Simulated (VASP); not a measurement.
Write the native input for VASP 6.6.1 that does the following.

- Task: electric field gradients
- Functional: PBE
- Potentials or basis: VASP PAW PBE potentials, release 64 (K_sv, Cl)
- Cutoff: 520 eV
- k mesh: 7 × 7 × 7
- Occupations: fermi-dirac, width 0.02 eV
- Spin: no spin polarisation
- Dipole correction: no
- Further INCAR settings: ALGO = Normal; EDIFF = 1e-08; NBANDS = 15

The structure of KCl lies in POSCAR:

```
KCl
1.0
    3.6340000000      0.0000000000      0.0000000000
    0.0000000000      3.6340000000      0.0000000000
    0.0000000000      0.0000000000      3.7066800000
K Cl
1 1
Direct
    0.0000000000      0.0000000000      0.0000000000
    0.5000000000      0.5000000000      0.5000000000
```

This cell differs from its parent crystal: zz strain of +2 %.

One way to write it, as run:

INCAR

```
PREC = Accurate ; ENCUT = 520
EDIFF = 1E-8 ; ISMEAR = -1
SIGMA = 0.02 ; LREAL = F
LASPH = T ; NELM = 80
ALGO = Normal ; ISIF = 2
LWAVE = F ; LCHARG = F
GGA = PE ; LEFG = T
NBANDS = 15
```

KPOINTS

```
Automatic mesh
0
Gamma
  7 7 7
```

Potentials or basis: VASP PAW PBE potentials, release 64 (K_sv, Cl).

Launch:

```bash
$ cat potpaw_PBE.64/K_sv/POTCAR potpaw_PBE.64/Cl/POTCAR > POTCAR
$ mpirun -np 1 vasp_std > vasp.out
```

Results of the run:

The pressure is 3.8 GPa. The band gap on the k mesh is 5.46 eV, indirect (least direct gap 5.65 eV).

Caveat: the cell differs from its parent crystal (zz strain of +2 %); without QUAD_EFG the Cq values of the log hold for a quadrupole moment of 1 mb, not for the nuclei.

It took 16 s on 1 thread of Intel(R) Xeon(R) Platinum 8488C (Sapphire Rapids), on a shared host, peak memory 0.16 GiB.
